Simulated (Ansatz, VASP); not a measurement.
# KI: VASP beside Ansatz

The input INCAR:

```
PREC = Accurate
ENCUT = 500
EDIFF = 1E-6
ISMEAR = -1
SIGMA = 0.02
LREAL = F
LASPH = T
NELM = 120
ALGO = Normal
ISIF = 2
LWAVE = F
LCHARG = F
GGA = PE
NBANDS = 15
GGA_COMPAT = F
```

File KPOINTS:

```
regular mesh
0
Gamma
  6 6 6
```

Contents of POSCAR:

```
KI
1.0
    0.0000000000      3.5936763733      3.5936763733
    3.5936763733      0.0000000000      3.5936763733
    3.5936763733      3.5936763733      0.0000000000
K I
1 1
Direct
    0.0000000000      0.0000000000      0.0000000000
    0.5000000000      0.5000000000      0.5000000000
```

Input for Ansatz:

```yaml
crystal:
  lattice:
    - [0.0, 3.5936763733, 3.5936763733]
    - [3.5936763733, 0.0, 3.5936763733]
    - [3.5936763733, 3.5936763733, 0.0]
  atoms:
    - { symbol: K, position: [0.0, 0.0, 0.0] }
    - { symbol: I, position: [0.5, 0.5, 0.5] }
kpoints:
  mp_grid: { grid: [6, 6, 6] }
scf:
  occupations: { method: fermi_dirac, width: 0.02 }
hamiltonian:
  xc: pbe
  pseudopotentials: { kind: all_electron, lapw: { basis_error: 0.00025 } }
output:
  forces: true
  stress: true
  eigenvalues: true
```

Change from the starting cell: volume scaled by 1.06.

Alike in both runs: task single point; functional PBE; k mesh 6 × 6 × 6; occupations fermi-dirac, width 0.02 eV; no spin polarisation.

|  | VASP | Ansatz |
| --- | --- | --- |
| version | VASP 6.6.1 | Ansatz 0.2.0 |
| potentials or method | VASP PAW PBE potentials, release 64 (K_sv, I), cutoff 500 eV | all-electron LAPW, scalar-relativistic |

```tsv
	VASP	Ansatz	Ansatz less VASP
gap on the k mesh at the Fermi level (eV)	3.85	3.85	+0.004
pressure (GPa)	0.0	0.0	-0.03
```

Ansatz ran all-electron here, and VASP with PAW potentials.

Neither program's run includes spin-orbit coupling.
